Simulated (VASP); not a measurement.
Input of a VASP 6.6.1 run:

POSCAR

```
Hf
1.0
    2.8434108631      0.0000000000      0.0000000000
   -1.4217054315      2.4624660409      0.0000000000
    0.0000000000      0.0000000000      4.5981935349
Hf
2
Direct
    0.3333333333      0.6666666667      0.2500000000
    0.6666666667      0.3333333333      0.7500000000
```

INCAR.step1

```
SYSTEM = Hf
  ALGO = Normal
  EDIFF = 1E-4
  ENCUT = 520
  GGA = PE
  ISMEAR = -1
  LASPH = .TRUE.
  LCHARG = .FALSE.
  LREAL = .FALSE.
  LWAVE = .TRUE.
  NBANDS = 17
  NELM = 60
  PREC = Accurate
  SIGMA = 0.1
```

Contents of INCAR.step2:

```
SYSTEM = Hf
  ALGO = Normal
  EDIFF = 1E-6
  ENCUT = 520
  ISIF = 2
  ISMEAR = -1
  ISTART = 1
  LASPH = .TRUE.
  LCHARG = .FALSE.
  LMIXTAU = .TRUE.
  LREAL = .FALSE.
  LWAVE = .FALSE.
  METAGGA = R2SCAN
  NBANDS = 17
  NELM = 60
  PREC = Accurate
  SIGMA = 0.1
```

The input KPOINTS:

```
k-points
0
G
  14 14 8
  0 0 0
```

Potentials or basis: VASP PAW PBE potentials, release 64 (Hf_pv).

Run with:

```bash
$ cat potpaw_PBE.64/Hf_pv/POTCAR > POTCAR
$ cp INCAR.step1 INCAR
$ mpirun -np 1 vasp_std > vasp.out
$ cp INCAR.step2 INCAR
$ mpirun -np 1 vasp_std > vasp.out
```

Q: Estimate the band gap on the k mesh.

A: Zero (band 10 reaches 8.94 eV, above the bottom of band 11 at 6.98 eV).

Q: What does it give for the pressure?

A: 60.8 GPa.

Stress tensor (GPa, compression positive):
```
61.07  0.00  0.00
 0.00 61.07  0.00
 0.00  0.00 60.25
```

Caveat: the PAW data sets were made with another functional, which shifts forces and pressure a little; spin-orbit coupling is left out, which moves the levels of the heavy elements.
